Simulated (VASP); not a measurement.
# AlN (P6_3/mmc) in VASP: a series of runs

The runs below take AlN through single point, with PBEsol.

Program: VASP 6.6.1. These are calculated values, not measurements. Logs are shortened: lines on timing, memory, paths and dates and some standing lists are left out, and cuts for length are marked.

### 1 The cell of the first run

The structure is hexagonal, space group P6_3/mmc (No. 194). Conventional cell: a = 3.222 Å, b = 3.222 Å, c = 4.057 Å, α = 90.00°, β = 90.00°, γ = 120.00°. Within 2.5 Å of Al (site symmetry -6m2) lie 5 N at 1.86 to 2.03 Å. N (site symmetry -6m2) has 5 Al at 1.86 to 2.03 Å within 2.5 Å.

### 2 Single point, PBEsol

File INCAR:

```
  PREC = Accurate
  ENCUT = 520
  EDIFF = 1E-6
  ISMEAR = 0
  SIGMA = 0.05
  LREAL = F
  LASPH = T
  NELM = 100
  ALGO = Normal
  ISIF = 2
  LWAVE = F
  LCHARG = T
  GGA = PS
  LELF = T
  LVHAR = T
  NBANDS = 16
```

File KPOINTS:

```
regular mesh
0
Gamma
  9 9 6
```

File POSCAR:

```
AlN
1.0
    3.2222000000      0.0000000000      0.0000000000
   -1.6111000000      2.7905070561      0.0000000000
    0.0000000000      0.0000000000      4.0572000000
Al N
2 2
Direct
    0.3333333333      0.6666666667      0.7500000000
    0.6666666667      0.3333333333      0.2500000000
    0.3333333333      0.6666666667      0.2500000000
    0.6666666667      0.3333333333      0.7500000000
```

Potentials or basis: VASP PAW PBE potentials, release 64 (Al, N).

The run is started by

```
cat potpaw_PBE.64/Al/POTCAR potpaw_PBE.64/N/POTCAR > POTCAR
mpirun -np 1 vasp_std > vasp.out
```

OUTCAR:

```text
PREC = Accurate
   ENCUT = 520
   EDIFF = 1E-6
   ISMEAR = 0
   LREAL = F
   LASPH = T
   NELM = 100
   ISIF = 2
   GGA = PS

 ion  position               nearest neighbor table
   1  0.333  0.667  0.750-   4 1.86   4 1.86   4 1.86   3 2.03   3 2.03   2 2.75   2 2.75   2 2.75
                             2 2.75   2 2.75   2 2.75
   2  0.667  0.333  0.250-   3 1.86   3 1.86   3 1.86   4 2.03   4 2.03   1 2.75   1 2.75   1 2.75
                             1 2.75   1 2.75   1 2.75
   3  0.333  0.667  0.250-   2 1.86   2 1.86   2 1.86   1 2.03   1 2.03
   4  0.667  0.333  0.750-   1 1.86   1 1.86   1 1.86   2 2.03   2 2.03

  LATTYP: Found a hexagonal cell.
 ALAT       =     3.2222000000
 C/A-ratio  =     1.2591397182

  Lattice vectors:

 A1 = (   3.2222000000,   0.0000000000,   0.0000000000)
 A2 = (  -1.6111000000,   2.7905070561,   0.0000000000)
 A3 = (   0.0000000000,   0.0000000000,   4.0572000000)

Analysis of symmetry for initial positions (statically):
=====================================================================
 Subroutine PRICEL returns:
 Original cell was already a primitive cell.

 Routine SETGRP: Setting up the symmetry group for a
 hexagonal supercell.

 Subroutine GETGRP returns: Found 24 space group operations
 (whereof 12 operations were pure point group operations)
 out of a pool of 24 trial point group operations.

The static configuration has the point symmetry D_3d.
 The point group associated with its full space group is D_6h.

Analysis of symmetry for dynamics (positions and initial velocities):
=====================================================================
 Subroutine PRICEL returns:
 Original cell was already a primitive cell.

 Routine SETGRP: Setting up the symmetry group for a
 hexagonal supercell.

 Subroutine GETGRP returns: Found 24 space group operations
 (whereof 12 operations were pure point group operations)
 out of a pool of 24 trial point group operations.

The dynamic configuration has the point symmetry D_3d.
 The point group associated with its full space group is D_6h.

 Subroutine INISYM returns: Found 24 space group operations
 (whereof 12 operations are pure point group operations),
 and found     1 'primitive' translations

----------------------------------------------------------------------------------------

                                     Primitive cell

  volume of cell :      36.4806

  direct lattice vectors                    reciprocal lattice vectors
     3.222200000  0.000000000  0.000000000     0.310346968  0.179178905  0.000000000
    -1.611100000  2.790507056  0.000000000     0.000000000  0.358357811  0.000000000
     0.000000000  0.000000000  4.057200000     0.000000000  0.000000000  0.246475402

  length of vectors
     3.222200000  3.222200000  4.057200000     0.358357811  0.358357811  0.246475402

  position of ions in fractional coordinates (direct lattice)
     0.333333333  0.666666667  0.750000000
     0.666666667  0.333333333  0.250000000
     0.333333333  0.666666667  0.250000000
     0.666666667  0.333333333  0.750000000

  ion indices of the primitive-cell ions
   primitive index   ion index
                 1           1
                 2           2
                 3           3
                 4           4

----------------------------------------------------------------------------------------

 KPOINTS: regular mesh

Automatic generation of k-mesh.
 Grid dimensions read from file:
 generate k-points for:    9    9    6

 Generating k-lattice:

  Cartesian coordinates                     Fractional coordinates (reciprocal lattice)
     0.034482996  0.019908767  0.000000000     0.111111111 -0.000000000  0.000000000
     0.000000000  0.039817535  0.000000000     0.000000000  0.111111111  0.000000000
     0.000000000  0.000000000  0.041079234     0.000000000  0.000000000  0.166666667

  Length of vectors
     0.039817535  0.039817535  0.041079234

  Shift w.r.t. Gamma in fractional coordinates (k-lattice)
     0.000000000  0.000000000  0.000000000

 Subroutine IBZKPT returns following result:
 ===========================================

 Found     48 irreducible k-points:

 Following reciprocal coordinates:
            Coordinates               Weight
  0.000000  0.000000  0.000000      1.000000
  0.111111  0.000000  0.000000      6.000000
  0.222222 -0.000000  0.000000      6.000000
  0.333333 -0.000000  0.000000      6.000000
  0.444444 -0.000000  0.000000      6.000000
  0.111111  0.111111  0.000000      6.000000
[... 16 lines left out ...]
  0.333333  0.222222  0.166667     24.000000
  0.333333  0.333333  0.166667      4.000000
 [... further k-points ...]
   k-points           NKPTS =     48   k-points in BZ     NKDIM =     48   number of bands    NBANDS=     16
   number of dos      NEDOS =    301   number of ions     NIONS =      4
   total plane-waves  NPLWV =  17280
   dimension x,y,z NGX =    24 NGY =   24 NGZ =   30
   dimension x,y,z NGXF=    48 NGYF=   48 NGZF=   60
   ions per type =               2   2
   NGX,Y,Z   is equivalent  to a cutoff of  12.38, 12.38, 12.29 a.u.
   NGXF,Y,Z  is equivalent  to a cutoff of  24.77, 24.77, 24.59 a.u.
 SYSTEM =  unknown system
   PREC   = accura    normal or accurate (medium, high low for compatibility)
   ISTART =      0    job   : 0-new  1-cont  2-samecut
   ICHARG =      2    charge: 1-file 2-atom 10-const
   ISPIN  =      1    spin polarized calculation?
   LNONCOLLINEAR =      F non collinear calculations
   LSORBIT =      F    spin-orbit coupling
   LASPH  =      T    aspherical Exc in radial PAW
   ENCUT  =  520.0 eV  38.22 Ry    6.18 a.u.   5.99  5.99  7.54*2*pi/ulx,y,z
   NELM   =    100;   NELMIN=  2; NELMDL= -5     # of ELM steps
   EDIFF  = 0.1E-05   stopping-criterion for ELM
   LREAL  =      F    real-space projection
   EDIFFG = 0.1E-04   stopping-criterion for IOM
   NSW    =      0    number of steps for IOM
   IBRION =     -1    ionic relax: 0-MD 1-quasi-New 2-CG
   NFREE  =      0    steps in history (QN), initial steepest desc. (CG)
   ISIF   =      2    stress and relaxation
   ISYM   =      2    0-nonsym 1-usesym 2-fastsym
   POTIM  = 0.5000    time-step for ionic-motion
   TEBEG  =    0.0;   TEEND  =   0.0 temperature during run
   PSTRESS=    0.0 pullay stress
   NELECT =      16.0000    total number of electrons
   NUPDOWN=      -1.0000    fix difference up-down
   EMIN   =  10.00;   EMAX   =-10.00  energy-range for DOS
   EFERMI =   0.00;   METHOD = LEGACY
   ISMEAR =     0;   SIGMA  =   0.05  broadening in eV -4-tet -1-fermi 0-gaus
   EFERMI_NEDOS =   21; number of points for ismear=-14 and -15
   IALGO  =     38    algorithm
   IMIX   =      4    mixing-type and parameters
     AMIX     =   0.40;   BMIX     =  1.00
     AMIX_MAG =   1.60;   BMIX_MAG =  1.00
  volume/ion in A,a.u.               =       9.12        61.55
  Fermi-wavevector in a.u.,A,eV,Ry     =   1.243829  2.350497 21.049730  1.547112
  Thomas-Fermi vector in A             =   2.378123
   LORBIT       =      0    0 simple, 1 ext, 2 COOP (PROOUT), +10 PAW based schemes
   GGA     = PS    functional components
   LHFCALC =     F    Hartree Fock is set to
   AEXX    =    0.0000 exact exchange contribution
   IVDW    =     0    specifies the selected vdW correction
   LEPSILON=     F    determine dielectric tensor
   LRPA    =     F    only Hartree local field effects (RPA)
 non-spin polarized calculation
 Gauss-broadening in eV      SIGMA  =   0.05
  energy-cutoff  :      520.00
  volume of cell :       36.48
 maximum number of plane-waves:      1002
 NGX is ok and might be reduce to    24
   NGX = 11   NGY = 11   NGZ = 15

 number of electron      16.0000006 magnetization

 Free energy of the ion-electron system (eV)
  ---------------------------------------------------
  ext. energy  EPLUGINS =         0.00000000
  ---------------------------------------------------
  free energy    TOTEN  =       -30.81145345 eV

  energy without entropy =      -30.81145345  energy(sigma->0) =      -30.81145345

 E-fermi :   9.1223     XC(G=0): -11.7428

 val. band max:        8.8585671327   @ k =   0.0000   0.0000   0.0000
 cond. band min:      12.6902426401   @ k =   0.0000   0.0000   0.0000
 fundamental gap:      3.8316755074
 Fermi energy:         9.1222915810

 k-point     1 :       0.0000    0.0000    0.0000
  band No.  band energies     occupation
      1      -8.6005      2.00000
      2      -4.4599      2.00000
      3       1.4092      2.00000
      4       5.3164      2.00000
      5       5.3164      2.00000
      6       7.0893      2.00000
[... 8 lines left out ...]
     15      20.9558      0.00000
     16      20.9558      0.00000

 k-point     2 :       0.1111    0.0000    0.0000
  band No.  band energies     occupation
      1      -8.4455      2.00000
      2      -4.4566      2.00000
      3       1.5705      2.00000
      4       4.7948      2.00000
      5       5.0990      2.00000
      6       6.6095      2.00000
[... 8 lines left out ...]
     15      20.3372      0.00000
     16      21.1294      0.00000

 k-point     3 :       0.2222   -0.0000    0.0000
  band No.  band energies     occupation
      1      -7.9998      2.00000
      2      -4.5002      2.00000
      3       2.0414      2.00000
      4       3.6587      2.00000
      5       4.6612      2.00000
      6       5.7147      2.00000
[... 8 lines left out ...]
     15      19.6313      0.00000
     16      21.8712      0.00000
[... 362 lines left out ...]
 k-point    23 :       0.3333    0.2222    0.1667
  band No.  band energies     occupation
      1      -6.1984      2.00000
      2      -5.2917      2.00000
      3       1.8073      2.00000
      4       2.6879      2.00000
      5       3.5500      2.00000
      6       5.4015      2.00000
[... 8 lines left out ...]
     15      21.1940      0.00000
     16      23.0655      0.00000

 k-point    24 :       0.3333    0.3333    0.1667
  band No.  band energies     occupation
      1      -5.6854      2.00000
      2      -5.6854      2.00000
      3       1.7471      2.00000
      4       2.9893      2.00000
      5       2.9893      2.00000
      6       5.6061      2.00000
[... 8 lines left out ...]
     15      20.6669      0.00000
     16      22.7956      0.00000

 [... further k-points ...]

------------------------ aborting loop because EDIFF is reached ----------------------------------------

  FORCE on cell =-STRESS in cart. coord.  units (eV):
  Direction    XX          YY          ZZ          XY          YZ          ZX
  --------------------------------------------------------------------------------------
  -------------------------------------------------------------------------------------
  Total        4.2174013      4.2174013      3.3018573     -0.0000000      0.0000000     -0.0000000
  in kB      185.2223856    185.2223856    145.0129710     -0.0000000      0.0000000     -0.0000000
  external PRESSURE =     171.8192474 kB  Pullay stress =       0.0000000 kB

 VOLUME and BASIS-vectors are now :
 -----------------------------------------------------------------------------
  energy-cutoff  :      520.00
  volume of cell :       36.48
      direct lattice vectors                 reciprocal lattice vectors
     3.222200000  0.000000000  0.000000000     0.310346968  0.179178905  0.000000000
    -1.611100000  2.790507056  0.000000000     0.000000000  0.358357811  0.000000000
     0.000000000  0.000000000  4.057200000     0.000000000  0.000000000  0.246475402

 POSITION                                       TOTAL-FORCE (eV/Angst)
 -----------------------------------------------------------------------------------
     -0.00000      1.86034      3.04290         0.000000      0.000000      0.000000
      1.61110      0.93017      1.01430        -0.000000     -0.000000      0.000000
     -0.00000      1.86034      1.01430        -0.000000     -0.000000      0.000000
      1.61110      0.93017      3.04290         0.000000      0.000000      0.000000
 -----------------------------------------------------------------------------------
    total drift:                               -0.000000     -0.000000     -0.000000

  FREE ENERGIE OF THE ION-ELECTRON SYSTEM (eV)
  ---------------------------------------------------
  free  energy   TOTEN  =       -30.8114534542 eV

  energy  without entropy=      -30.8114534542  energy(sigma->0) =      -30.81145345
```

Run time: 17 s. Hardware: 1 thread of AMD EPYC 7R13 (Zen 3), shared host; peak memory 0.12 GiB.

Results:

```
Free energy            : -30.8115 eV
Pressure               : 17.2 GPa
Band gap on the k mesh : 3.83 eV
```

Stress tensor (GPa, compression positive):
```
18.52  0.00  0.00
 0.00 18.52  0.00
 0.00  0.00 14.50
```

Caveat: the cell stands under pressure; the PAW data sets were made with another functional, which shifts forces and pressure a little; an odd mesh through Γ misses points on the zone boundary, where band edges can lie.

### 3 Single point, PBEsol

This run uses another cell than the first one, of 9.36 Å³/atom.

File INCAR:

```
SYSTEM = AlN
ALGO     = Normal         ! electronic algorithm
EDIFF    = 1E-6           ! SCF threshold, eV
ENCUT    = 520            ! plane-wave cutoff, eV
GGA      = PS             ! functional
ISIF     = 2              ! what is computed and relaxed
ISMEAR   = 0              ! smearing method
LASPH    = .True.         ! aspherical terms in the spheres
LCHARG   = .False.        ! write CHGCAR
LREAL    = .False.        ! projectors in reciprocal space
LWAVE    = .False.        ! write WAVECAR
NBANDS   = 16             ! bands
NELM     = 100            ! most SCF steps
PREC     = Accurate       ! precision mode
SIGMA    = 0.05           ! smearing width, eV
```

File KPOINTS:

```
k-points
0
Gamma
  9 9 6
  0 0 0
```

File POSCAR:

```
AlN
1.0
    3.2816000000      0.0000000000      0.0000000000
   -1.6408000000      2.8419489650      0.0000000000
    0.0000000000      0.0000000000      4.0158000000
Al N
2 2
Direct
    0.3333333333      0.6666666667      0.7500000000
    0.6666666667      0.3333333333      0.2500000000
    0.3333333333      0.6666666667      0.2500000000
    0.6666666667      0.3333333333      0.7500000000
```

Potentials or basis: VASP PAW PBE potentials, release 64 (Al, N).

The run is started by

```
cat potpaw_PBE.64/Al/POTCAR potpaw_PBE.64/N/POTCAR > POTCAR
mpirun -np 1 vasp_std > vasp.out
```

OUTCAR:

```text
SYSTEM = AlN
   EDIFF = 1E-6
   ENCUT = 520
   GGA = PS
   ISIF = 2
   ISMEAR = 0
   LASPH = .True.
   LREAL = .False.
   NELM = 100
   PREC = Accurate

 ion  position               nearest neighbor table
   1  0.333  0.667  0.750-   4 1.89   4 1.89   4 1.89   3 2.01   3 2.01   2 2.76   2 2.76   2 2.76
                             2 2.76   2 2.76   2 2.76
   2  0.667  0.333  0.250-   3 1.89   3 1.89   3 1.89   4 2.01   4 2.01   1 2.76   1 2.76   1 2.76
                             1 2.76   1 2.76   1 2.76
   3  0.333  0.667  0.250-   2 1.89   2 1.89   2 1.89   1 2.01   1 2.01
[... 661 lines left out ...]
  --------------------------------------------------------------------------------------
  -------------------------------------------------------------------------------------
  Total        1.8529034      1.8529034      3.0481122      0.0000000      0.0000000      0.0000000
  in kB       79.2664435     79.2664435    130.3969829      0.0000000      0.0000000      0.0000000
  external PRESSURE =      96.3099566 kB  Pullay stress =       0.0000000 kB

 VOLUME and BASIS-vectors are now :
 -----------------------------------------------------------------------------
  energy-cutoff  :      520.00
  volume of cell :       37.45
      direct lattice vectors                 reciprocal lattice vectors
     3.281600000  0.000000000  0.000000000     0.304729400  0.175935601  0.000000000
    -1.640800000  2.841948965  0.000000000     0.000000000  0.351871203  0.000000000
     0.000000000  0.000000000  4.015800000     0.000000000  0.000000000  0.249016385

 POSITION                                       TOTAL-FORCE (eV/Angst)
 -----------------------------------------------------------------------------------
     -0.00000      1.89463      3.01185         0.000000      0.000000      0.000000
      1.64080      0.94732      1.00395        -0.000000     -0.000000      0.000000
     -0.00000      1.89463      1.00395         0.000000      0.000000      0.000000
      1.64080      0.94732      3.01185        -0.000000      0.000000      0.000000
 -----------------------------------------------------------------------------------
    total drift:                                0.000000     -0.000000      0.000000

  FREE ENERGIE OF THE ION-ELECTRON SYSTEM (eV)
  ---------------------------------------------------
  free  energy   TOTEN  =       -30.8892165538 eV

  energy  without entropy=      -30.8892165538  energy(sigma->0) =      -30.88921655
```

OSZICAR:

```text
N       E                     dE             d eps       ncg     rms          rms(c)
DAV:   1     0.434484061285E+02    0.43448E+02   -0.73953E+03  1536   0.904E+02
DAV:   2    -0.318973698477E+02   -0.75346E+02   -0.68745E+02  2280   0.193E+02
DAV:   3    -0.352994597977E+02   -0.34021E+01   -0.33912E+01  1808   0.423E+01
DAV:   4    -0.353189799307E+02   -0.19520E-01   -0.19519E-01  1936   0.360E+00
DAV:   5    -0.353192290554E+02   -0.24912E-03   -0.24912E-03  1808   0.408E-01    0.116E+01
DAV:   6    -0.309830347080E+02    0.43362E+01   -0.81635E+00  1960   0.216E+01    0.410E+00
DAV:   7    -0.309324965016E+02    0.50538E-01   -0.72218E-01  1792   0.591E+00    0.289E+00
DAV:   8    -0.308968173728E+02    0.35679E-01   -0.10266E-01  1672   0.255E+00    0.809E-01
DAV:   9    -0.308889414363E+02    0.78759E-02   -0.19384E-02  1952   0.108E+00    0.258E-01
DAV:  10    -0.308893126329E+02   -0.37120E-03   -0.20908E-03  1736   0.308E-01    0.169E-01
DAV:  11    -0.308892190734E+02    0.93560E-04   -0.13577E-04  1808   0.889E-02    0.402E-02
DAV:  12    -0.308892169668E+02    0.21065E-05   -0.76443E-06  1856   0.217E-02    0.657E-03
DAV:  13    -0.308892165538E+02    0.41306E-06   -0.21215E-06  1776   0.107E-02
   1 F= -.30889217E+02 E0= -.30889217E+02  d E =-.121852E-19
```

stdout:

```text
POSCAR found type information on POSCAR AlN
 POSCAR found :  2 types and       4 ions
 scaLAPACK will be used
 -----------------------------------------------------------------------------
|                                                                             |
|                                                                             |
|     You enforced a specific xc type in the INCAR file but a different       |
|     I HOPE YOU KNOW WHAT YOU ARE DOING!                                     |
|                                                                             |
 -----------------------------------------------------------------------------

 LDA part: xc-table for (Slater+PW92), standard interpolation
 POSCAR, INCAR and KPOINTS ok, starting setup
 FFT: planning ... GRIDC
 FFT: planning ... GRID_SOFT
 FFT: planning ... GRID
 WAVECAR not read
 entering main loop
```

It took 16 s on 1 thread of AMD EPYC 7R13 (Zen 3), shared host; peak memory 0.12 GiB.

What came out:

- Free energy: -30.8892 eV
- Pressure: 9.6 GPa
- Band gap on the k mesh: 3.70 eV

Stress tensor (GPa, compression positive):
```
 7.93  0.00  0.00
 0.00  7.93  0.00
 0.00  0.00 13.04
```

Levels at points of the mesh, in eV from the valence-band top:
| k point | band 5 | band 6 | band 7 | band 8 | band 9 | band 10 | band 11 | band 12 |
| --- | --- | --- | --- | --- | --- | --- | --- | --- |
| (0.00, 0.00, 0.00) | -3.44 | -1.54 | -1.54 | 0.00 | 3.70 | 4.84 | 8.41 | 8.41 |
| (0.00, 0.00, 0.50) | -2.54 | -2.54 | -2.54 | -2.54 | 6.02 | 6.02 | 8.50 | 8.50 |

Caveat: the cell stands under pressure; the PAW data sets were made with another functional, which shifts forces and pressure a little; an odd mesh through Γ misses points on the zone boundary, where band edges can lie.

(Part 1 of 2 ends here.)
